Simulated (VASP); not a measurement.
Input of a VASP 6.6.1 run:

The input INCAR:

```
  ALGO = Normal
  EDIFF = 1E-6
  ENCUT = 500
  GGA = PE
  GGA_COMPAT = False
  ISIF = 2
  ISMEAR = 0
  LASPH = True
  LCHARG = True
  LELF = True
  LREAL = False
  LVHAR = True
  LWAVE = False
  NBANDS = 26
  NELM = 120
  PREC = Accurate
  SIGMA = 0.2
```

File KPOINTS:

```
k-points
0
Gamma
  3 3 5
```

The input POSCAR:

```
Si5Ge
1.0
    7.0768839429      0.0000000000      0.0000000000
    0.0000000000      7.0768839429      0.0000000000
    0.0000000000      0.0000000000      2.4744023806
Si Ge
5 1
Direct
    0.2457944814      0.2457944814      0.0000000000
    0.7542055186      0.7542055186      0.0000000000
    0.7542055186      0.2457944814      0.0000000000
    0.2457944814      0.7542055186      0.0000000000
    0.0000000000      0.0000000000      0.0000000000
    0.5000000000      0.5000000000      0.0000000000
```

Potentials or basis: VASP PAW PBE potentials, release 64 (Si, Ge_d).

Launch:

```bash
$ cat potpaw_PBE.64/Si/POTCAR potpaw_PBE.64/Ge_d/POTCAR > POTCAR
$ mpirun -np 1 vasp_std > vasp.out
```

Task: What does it give for the pressure?

Result: -0.2 GPa.

Task: What does it give for the largest force?

Result: 0.005 eV/Å.

Forces in eV/Å, atoms in the order of the input:
```
Si   0.003  0.003  0.000
Si  -0.003 -0.003  0.000
Si  -0.003  0.003  0.000
Si   0.003 -0.003  0.000
Si   0.000  0.000  0.000
Ge   0.000  0.000  0.000
```

Caveat: the k points lie up to 0.51 Å⁻¹ apart, too coarse for converged energies and pressures of a metal.
